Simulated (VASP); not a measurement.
# Au (Fm-3m) in VASP: further runs

Au is run at these levels: PBE; tasks: single point, relaxation of cell and atoms.

Everything below comes from runs of VASP 6.6.1. Logs are shortened: lines on timing, memory, paths and dates and some standing lists are left out, and cuts for length are marked.

## 1. The cell of the first run

It takes space group Fm-3m (No. 225, cubic). The conventional cell has a = 4.240 Å, b = 4.240 Å, c = 4.240 Å, α = 90.00°, β = 90.00°, γ = 90.00°. Au (site symmetry m-3m) has 12 Au at 3.00 Å within 3.9 Å.

## 2. Single point, PBE (19.06 Å³/atom)

Input file INCAR:

```
SYSTEM = Au
PREC = Accurate
ENCUT = 500
EDIFF = 1E-6
ISMEAR = 0
SIGMA = 0.1
LREAL = .False.
LASPH = .True.
NELM = 120
ALGO = Normal
ISIF = 2
LWAVE = .False.
LCHARG = .True.
GGA = PE
LELF = .True.
LVHAR = .True.
NBANDS = 12
GGA_COMPAT = .False.
```

Input file KPOINTS:

```
regular mesh
0
Gamma
  18 18 18
  0 0 0
```

Input file POSCAR:

```
Au
1.0
    0.0000000000      2.1200931585      2.1200931585
    2.1200931585      0.0000000000      2.1200931585
    2.1200931585      2.1200931585      0.0000000000
Au
1
Direct
    0.0000000000      0.0000000000      0.0000000000
```

Potentials or basis: VASP PAW PBE potentials, release 64 (Au).

Started as:

```console
> cat potpaw_PBE.64/Au/POTCAR > POTCAR
> mpirun -np 1 vasp_std > vasp.out
```

OUTCAR:

```text
SYSTEM = Au
   PREC = Accurate
   ENCUT = 500
   EDIFF = 1E-6
   ISMEAR = 0
   LREAL = .False.
   LASPH = .True.
   NELM = 120
   ISIF = 2
   GGA = PE

 ion  position               nearest neighbor table
   1  0.000  0.000  0.000-

  LATTYP: Found a face centered cubic cell.
 ALAT       =     4.2401863170

  Lattice vectors:

 A1 = (   0.0000000000,   2.1200931585,   2.1200931585)
 A2 = (   2.1200931585,   0.0000000000,   2.1200931585)
 A3 = (   2.1200931585,   2.1200931585,   0.0000000000)

Analysis of symmetry for initial positions (statically):
=====================================================================
 Subroutine PRICEL returns:
 Original cell was already a primitive cell.

 Routine SETGRP: Setting up the symmetry group for a
 face centered cubic supercell.

 Subroutine GETGRP returns: Found 48 space group operations
 (whereof 48 operations were pure point group operations)
 out of a pool of 48 trial point group operations.

The static configuration has the point symmetry O_h .

Analysis of symmetry for dynamics (positions and initial velocities):
=====================================================================
 Subroutine PRICEL returns:
 Original cell was already a primitive cell.

 Routine SETGRP: Setting up the symmetry group for a
 face centered cubic supercell.

 Subroutine GETGRP returns: Found 48 space group operations
 (whereof 48 operations were pure point group operations)
 out of a pool of 48 trial point group operations.

The dynamic configuration has the point symmetry O_h .

 Subroutine INISYM returns: Found 48 space group operations
 (whereof 48 operations are pure point group operations),
 and found     1 'primitive' translations

----------------------------------------------------------------------------------------

                                     Primitive cell

  volume of cell :      19.0588

  direct lattice vectors                    reciprocal lattice vectors
     0.000000000  2.120093159  2.120093159    -0.235838693  0.235838693  0.235838693
     2.120093159  0.000000000  2.120093159     0.235838693 -0.235838693  0.235838693
     2.120093159  2.120093159  0.000000000     0.235838693  0.235838693 -0.235838693

  length of vectors
     2.998264498  2.998264498  2.998264498     0.408484599  0.408484599  0.408484599

  position of ions in fractional coordinates (direct lattice)
     0.000000000  0.000000000  0.000000000

  ion indices of the primitive-cell ions
   primitive index   ion index
                 1           1

----------------------------------------------------------------------------------------

 KPOINTS: regular mesh

Automatic generation of k-mesh.
 Grid dimensions read from file:
 generate k-points for:   18   18   18

 Generating k-lattice:

  Cartesian coordinates                     Fractional coordinates (reciprocal lattice)
    -0.013102150  0.013102150  0.013102150     0.055555556  0.000000000  0.000000000
     0.013102150 -0.013102150  0.013102150     0.000000000  0.055555556  0.000000000
     0.013102150  0.013102150 -0.013102150     0.000000000  0.000000000  0.055555556

  Length of vectors
     0.022693589  0.022693589  0.022693589

  Shift w.r.t. Gamma in fractional coordinates (k-lattice)
     0.000000000  0.000000000  0.000000000

 Subroutine IBZKPT returns following result:
 ===========================================

 Found    195 irreducible k-points:

 Following reciprocal coordinates:
            Coordinates               Weight
  0.000000  0.000000  0.000000      1.000000
  0.055556  0.000000  0.000000      8.000000
  0.111111  0.000000  0.000000      8.000000
  0.166667  0.000000  0.000000      8.000000
  0.222222  0.000000  0.000000      8.000000
  0.277778  0.000000  0.000000      8.000000
[... 16 lines left out ...]
 -0.277778  0.055556  0.000000     24.000000
 -0.222222  0.055556  0.000000     24.000000
 [... further k-points ...]
   k-points           NKPTS =    195   k-points in BZ     NKDIM =    195   number of bands    NBANDS=     12
   number of dos      NEDOS =    301   number of ions     NIONS =      1
   total plane-waves  NPLWV =  13824
   dimension x,y,z NGX =    24 NGY =   24 NGZ =   24
   dimension x,y,z NGXF=    48 NGYF=   48 NGZF=   48
   ions per type =               1
   NGX,Y,Z   is equivalent  to a cutoff of  13.31, 13.31, 13.31 a.u.
   NGXF,Y,Z  is equivalent  to a cutoff of  26.61, 26.61, 26.61 a.u.
 SYSTEM =  Au
   PREC   = accura    normal or accurate (medium, high low for compatibility)
   ISTART =      0    job   : 0-new  1-cont  2-samecut
   ICHARG =      2    charge: 1-file 2-atom 10-const
   ISPIN  =      1    spin polarized calculation?
   LNONCOLLINEAR =      F non collinear calculations
   LSORBIT =      F    spin-orbit coupling
   LASPH  =      T    aspherical Exc in radial PAW
   ENCUT  =  500.0 eV  36.75 Ry    6.06 a.u.   5.47  5.47  5.47*2*pi/ulx,y,z
   NELM   =    120;   NELMIN=  2; NELMDL= -5     # of ELM steps
   EDIFF  = 0.1E-05   stopping-criterion for ELM
   LREAL  =      F    real-space projection
   EDIFFG = 0.1E-04   stopping-criterion for IOM
   NSW    =      0    number of steps for IOM
   IBRION =     -1    ionic relax: 0-MD 1-quasi-New 2-CG
   NFREE  =      0    steps in history (QN), initial steepest desc. (CG)
   ISIF   =      2    stress and relaxation
   ISYM   =      2    0-nonsym 1-usesym 2-fastsym
   POTIM  = 0.5000    time-step for ionic-motion
   TEBEG  =    0.0;   TEEND  =   0.0 temperature during run
   PSTRESS=    0.0 pullay stress
   NELECT =      11.0000    total number of electrons
   NUPDOWN=      -1.0000    fix difference up-down
   EMIN   =  10.00;   EMAX   =-10.00  energy-range for DOS
   EFERMI =   0.00;   METHOD = LEGACY
   ISMEAR =     0;   SIGMA  =   0.10  broadening in eV -4-tet -1-fermi 0-gaus
   EFERMI_NEDOS =   21; number of points for ismear=-14 and -15
   IALGO  =     38    algorithm
   IMIX   =      4    mixing-type and parameters
     AMIX     =   0.40;   BMIX     =  1.00
     AMIX_MAG =   1.60;   BMIX_MAG =  1.00
  volume/ion in A,a.u.               =      19.06       128.61
  Fermi-wavevector in a.u.,A,eV,Ry     =   1.363036  2.575765 25.277831  1.857868
  Thomas-Fermi vector in A             =   2.489474
   LORBIT       =      0    0 simple, 1 ext, 2 COOP (PROOUT), +10 PAW based schemes
   GGA     = PE    functional components
   LHFCALC =     F    Hartree Fock is set to
   AEXX    =    0.0000 exact exchange contribution
   IVDW    =     0    specifies the selected vdW correction
   LEPSILON=     F    determine dielectric tensor
   LRPA    =     F    only Hartree local field effects (RPA)
 non-spin polarized calculation
 Gauss-broadening in eV      SIGMA  =   0.10
  energy-cutoff  :      500.00
  volume of cell :       19.06
 maximum number of plane-waves:       531
 NGX is ok and might be reduce to    24
   NGX = 11   NGY = 11   NGZ = 11

 number of electron      10.9999999 magnetization

 Free energy of the ion-electron system (eV)
  ---------------------------------------------------
  ext. energy  EPLUGINS =         0.00000000
  ---------------------------------------------------
  free energy    TOTEN  =        -3.19643140 eV

  energy without entropy =       -3.19508689  energy(sigma->0) =       -3.19575914

 E-fermi :   7.6523     XC(G=0): -12.0556

 val. band max:        7.6160235641   @ k =   0.5000   0.2778   0.1111
 cond. band min:       7.7027304641   @ k =   0.5000   0.1667   0.0556
 fundamental gap:      0.0867069000
 Fermi energy:         7.6523188677

 k-point     1 :       0.0000    0.0000    0.0000
  band No.  band energies     occupation
      1      -1.0119      2.00000
      2       3.5822      2.00000
      3       3.5822      2.00000
      4       3.5822      2.00000
      5       4.8231      2.00000
      6       4.8231      2.00000
      7      22.3342      0.00000
      8      25.6876      0.00000
      9      25.6876      0.00000
     10      25.6876      0.00000
     11      30.2573      0.00000
     12      33.7899      0.00000

 k-point     2 :       0.0556    0.0000    0.0000
  band No.  band energies     occupation
      1      -0.9143      2.00000
      2       3.5543      2.00000
      3       3.6136      2.00000
      4       3.6136      2.00000
      5       4.8099      2.00000
      6       4.8099      2.00000
      7      22.4280      0.00000
      8      24.9643      0.00000
      9      25.7798      0.00000
     10      25.7798      0.00000
     11      30.7558      0.00000
     12      32.6875      0.00000

 k-point     3 :       0.1111    0.0000    0.0000
  band No.  band energies     occupation
      1      -0.6286      2.00000
      2       3.4839      2.00000
      3       3.6955      2.00000
      4       3.6955      2.00000
      5       4.7836      2.00000
      6       4.7836      2.00000
      7      22.5299      0.00000
      8      23.5621      0.00000
      9      26.0303      0.00000
     10      26.0303      0.00000
     11      30.1643      0.00000
     12      32.0977      0.00000
[... 286 lines left out ...]
 k-point    23 :      -0.2778    0.0556    0.0000
  band No.  band energies     occupation
      1       1.0939      2.00000
      2       3.6538      2.00000
      3       3.8094      2.00000
      4       3.8283      2.00000
      5       4.9910      2.00000
      6       5.4311      2.00000
      7      16.4185      0.00000
      8      22.7250      0.00000
      9      24.5762      0.00000
     10      26.8801      0.00000
     11      28.4848      0.00000
     12      29.7405      0.00000

 k-point    24 :      -0.2222    0.0556    0.0000
  band No.  band energies     occupation
      1       0.6296      2.00000
      2       3.3896      2.00000
      3       3.8426      2.00000
      4       3.8694      2.00000
      5       4.7583      2.00000
      6       5.1523      2.00000
      7      18.5623      0.00000
      8      23.0450      0.00000
      9      25.1801      0.00000
     10      27.7497      0.00000
     11      27.7775      0.00000
     12      29.5052      0.00000

 [... further k-points ...]
[... 5 lines left out ...]
  --------------------------------------------------------------------------------------
  -------------------------------------------------------------------------------------
  Total       -0.8476060     -0.8476060     -0.8476060      0.0000000      0.0000000     -0.0000000
  in kB      -71.2540854    -71.2540854    -71.2540854      0.0000000      0.0000000     -0.0000000
  external PRESSURE =     -71.2540854 kB  Pullay stress =       0.0000000 kB

 VOLUME and BASIS-vectors are now :
 -----------------------------------------------------------------------------
  energy-cutoff  :      500.00
  volume of cell :       19.06
      direct lattice vectors                 reciprocal lattice vectors
     0.000000000  2.120093159  2.120093159    -0.235838693  0.235838693  0.235838693
     2.120093159  0.000000000  2.120093159     0.235838693 -0.235838693  0.235838693
     2.120093159  2.120093159  0.000000000     0.235838693  0.235838693 -0.235838693

 POSITION                                       TOTAL-FORCE (eV/Angst)
 -----------------------------------------------------------------------------------
      0.00000      0.00000      0.00000        -0.000000      0.000000      0.000000
 -----------------------------------------------------------------------------------
    total drift:                               -0.000000      0.000000      0.000000

  FREE ENERGIE OF THE ION-ELECTRON SYSTEM (eV)
  ---------------------------------------------------
  free  energy   TOTEN  =        -3.1964314002 eV

  energy  without entropy=       -3.1950868869  energy(sigma->0) =       -3.19575914
```

Wall time 15 s (1 thread of Intel Xeon 6975P-C (Granite Rapids), shared host); peak memory 0.17 GiB.

What came out:

| Quantity | Value |
| --- | --- |
| Free energy | -3.1964 eV |
| Pressure | -7.1 GPa |
| Band gap on the k mesh | zero (an odd number of electrons rules out a gap without spin polarisation) |

Caveat: the cell stands under tension; spin-orbit coupling is left out, which moves the levels of the heavy elements.

## 3. Single point, PBE (19.60 Å³/atom)

This run uses another cell than the first one, of 19.60 Å³/atom.

Input file INCAR:

```
PREC     = Accurate       # precision mode
ENCUT    = 500            # plane-wave cutoff, eV
EDIFF    = 1E-6           # SCF threshold, eV
ISMEAR   = 0              # smearing method
SIGMA    = 0.1            # smearing width, eV
LREAL    = False          # projectors in reciprocal space
LASPH    = True           # aspherical terms in the spheres
NELM     = 120            # most SCF steps
ALGO     = Normal         # electronic algorithm
ISIF     = 2              # what is computed and relaxed
LWAVE    = False          # write WAVECAR
LCHARG   = False          # write CHGCAR
GGA      = PE             # functional
NBANDS   = 12             # bands
GGA_COMPAT= False
```

Input file KPOINTS:

```
regular mesh
0
Gamma
  18 18 18
```

Input file POSCAR:

```
Au
1.0
    0.0000000000      2.1399082618      2.1399082618
    2.1399082618      0.0000000000      2.1399082618
    2.1399082618      2.1399082618      0.0000000000
Au
1
Direct
    0.0000000000      0.0000000000      0.0000000000
```

Potentials or basis: VASP PAW PBE potentials, release 64 (Au).

Started as:

```console
> cat potpaw_PBE.64/Au/POTCAR > POTCAR
> mpirun -np 1 vasp_std > vasp.out
```

Run time: 14 s. Hardware: 1 thread of Intel Xeon 6975P-C (Granite Rapids), shared host; peak memory 0.17 GiB.

Results (log left out):

* Free energy: -3.1686 eV
* Pressure: -9.5 GPa
* Band gap on the k mesh: zero (an odd number of electrons rules out a gap without spin polarisation)

Levels at points of the mesh, in eV from the Fermi level:
| k point | band 2 | band 3 | band 4 | band 5 | band 6 | band 7 | band 8 | band 9 | band 10 | band 11 |
| --- | --- | --- | --- | --- | --- | --- | --- | --- | --- | --- |
| (0.00, 0.00, 0.00) | -3.95 | -3.95 | -3.95 | -2.77 | -2.77 | 14.68 | 17.87 | 17.87 | 17.87 | 22.37 |
| (0.50, 0.00, 0.00) | -3.97 | -3.97 | -1.83 | -1.83 | -0.27 | 2.44 | 14.11 | 16.11 | 16.11 | 22.97 |
| (0.50, 0.50, 0.00) | -5.57 | -1.87 | -1.58 | -1.58 | 1.46 | 4.79 | 9.66 | 9.66 | 15.81 | 18.07 |

Caveat: the cell stands under tension; spin-orbit coupling is left out, which moves the levels of the heavy elements.

## 4. Relaxation of cell and atoms, PBE

This run uses another cell than the first one, of 18.06 Å³/atom.

Input file INCAR:

```
SYSTEM = Au
PREC = Accurate
ENCUT = 500
EDIFF = 1E-7
ISMEAR = 0
SIGMA = 0.1
LREAL = .FALSE.
LASPH = .TRUE.
NELM = 120
ALGO = Normal
ISIF = 3
LWAVE = .FALSE.
LCHARG = .FALSE.
GGA = PE
IBRION = 2
NSW = 100
EDIFFG = -0.002
GGA_COMPAT = .FALSE.
NELMIN = 4
```

Input file KPOINTS:

```
regular mesh
0
G
  18 18 18
  0 0 0
```

Input file POSCAR:

```
Au
1.0
    0.0000000000      2.0825241524      2.0825241524
    2.0825241524      0.0000000000      2.0825241524
    2.0825241524      2.0825241524      0.0000000000
Au
1
Direct
    0.0000000000      0.0000000000      0.0000000000
```

Started as:

```console
> cat potpaw_PBE.64/Au/POTCAR > POTCAR
> mpirun -np 1 vasp_std > vasp.out
```

It took 21 s on 1 thread of Intel Xeon 6975P-C (Granite Rapids), shared host; peak memory 0.16 GiB.

Results (log left out):

```
Free energy                           : -3.2225 eV
Relaxed volume                        : 17.94 Å³/atom
Relaxed cell                          : a = 2.938 Å, b = 2.938 Å, c = 2.938 Å, α = 60.00°, β = 60.00°, γ = 60.00°
Space group after relaxing (to 0.1 Å) : Fm-3m (No. 225)
Energy gained by relaxing             : 0.4 meV/atom
Ionic steps                           : 3
Pressure after relaxing               : 0.0 GPa
Band gap on the k mesh                : zero (an odd number of electrons rules out a gap without spin polarisation)
```

Step by step:
```
step  energy change (eV)  largest force (eV/Å)  pressure (GPa)  volume (Å³)
   1              0.0000                0.0000           -0.94        18.06
   2              0.0002                0.0000            1.25        17.79
   3             -0.0004                0.0000            0.01        17.94
```

Final structure:
```
Au
1.0
     0.00000    2.07777    2.07777
     2.07777    0.00000    2.07777
     2.07777    2.07777    0.00000
Au
1
Direct
  0.00000 0.00000 0.00000
```

Levels at points of the mesh, in eV from the Fermi level:
```
           k point  band 3  band 4  band 5  band 6  band 7  band 8  band 9
(0.00, 0.00, 0.00)   -4.38   -4.38   -3.00   -3.00   14.63   18.33   18.33
(0.50, 0.00, 0.00)   -4.41   -1.90   -1.90   -0.67    2.85   14.07   16.79
(0.50, 0.50, 0.00)   -1.94   -1.61   -1.61    1.21    5.41    9.91    9.91
```

Caveat: spin-orbit coupling is left out, which moves the levels of the heavy elements.

## 5. The runs side by side

```tsv
task	cell	gap on the mesh (eV)	pressure (GPa)
single point	a = 2.998 Å, angles 60.0°, 1 atom	none	-7.1
single point	a = 3.026 Å, angles 60.0°, 1 atom	none	-9.5
relaxation of cell and atoms	relaxed from a = 2.945 Å, angles 60.0°, 1 atom	none	0.0
```

Alike in all rows: level PBE; potentials or basis VASP PAW PBE potentials, release 64 (Au); no spin polarisation; k mesh 18 × 18 × 18; cutoff (eV) 500; smearing gaussian 0.1 eV.

Caveats: spin-orbit coupling is left out, which moves the levels of the heavy elements; the cell stands under tension (at least some runs).

Absolute energies hang on the potentials; compare differences alone.
